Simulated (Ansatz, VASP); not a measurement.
## One calculation of CaSe, two programs

Contents of INCAR:

```
SYSTEM = CaSe
PREC     = Accurate       ! precision mode
ENCUT    = 600            ! plane-wave cutoff, eV
EDIFF    = 1E-6           ! SCF threshold, eV
ISMEAR   = 0              ! smearing method
SIGMA    = 0.02           ! smearing width, eV
LREAL    = .False.        ! projectors in reciprocal space
LASPH    = .True.         ! aspherical terms in the spheres
NELM     = 100            ! most SCF steps
ALGO     = Normal         ! electronic algorithm
ISIF     = 3              ! what is computed and relaxed
LWAVE    = .False.        ! write WAVECAR
LCHARG   = .False.        ! write CHGCAR
GGA      = PS             ! functional
IBRION   = 2              ! ionic algorithm
NSW      = 80             ! ionic steps
EDIFFG   = -0.01          ! ionic threshold
```

Contents of KPOINTS:

```
Automatic mesh
0
Gamma
  6 6 6
  0 0 0
```

POSCAR

```
CaSe
1.0
    4.9611864757      0.0000000000      0.0000000000
   -2.4805932378      4.2965135209      0.0000000000
    0.0000000000      0.0000000000      5.8088963260
Ca Se
2 2
Direct
    0.6666666667      0.3333333333      0.4375664890
    0.3333333333      0.6666666667      0.9375664890
    0.3333333333      0.6666666667      0.4374325110
    0.6666666667      0.3333333333      0.9374325110
```

Input for Ansatz:

```yaml
crystal:
  lattice:
    - [4.9611864757, 0.0, 0.0]
    - [-2.4805932378, 4.2965135209, 0.0]
    - [0.0, 0.0, 5.808896326]
  atoms:
    - { symbol: Ca, position: [0.6666666667, 0.3333333333, 0.437566489] }
    - { symbol: Ca, position: [0.3333333333, 0.6666666667, 0.937566489] }
    - { symbol: Se, position: [0.3333333333, 0.6666666667, 0.437432511] }
    - { symbol: Se, position: [0.6666666667, 0.3333333333, 0.937432511] }
basis:
  ecutwfc: 420
kpoints:
  mp_grid: { grid: [6, 6, 6] }
hamiltonian:
  xc: pbesol
scf:
  occupations: { method: gaussian, width: 0.02 }
output:
  forces: true
  stress: true
  eigenvalues: true
relax:
  adjacent_minimum: "off"
  f_tol: 0.01
  max_steps: 60
  cell: { stress_tol: 0.1 }
```

Alike in both runs: task relaxation of cell and atoms; functional PBEsol; k mesh 6 × 6 × 6; occupations gaussian, width 0.02 eV; no spin polarisation.

|  | VASP | Ansatz |
| --- | --- | --- |
| version | VASP 6.6.1 | Ansatz 0.2.0 |
| potentials or method | VASP PAW PBE potentials, release 64 (Ca_sv, Se), cutoff 600 eV | scalar-relativistic, plane waves, PAW |
| valence electrons in the cell | 32 | 52 |

|  | VASP | Ansatz | Ansatz less VASP |
| --- | --- | --- | --- |
| gap on the k mesh at the Fermi level, each at its own relaxed structure (eV) | 2.31 | 2.31 | +0.003 |
| relaxed volume (Å³/atom) | 31.09 | 30.96 | -0.134 |
| relaxed length of the cell vector where the two differ most in proportion (Å) | 4.969 | 4.961 | -0.0073 |

VASP's potentials were made for PBE, not for PBEsol. VASP's potentials hold 32 valence electrons a cell and Ansatz's 52, so a difference there can come from the potentials and not from the codes.
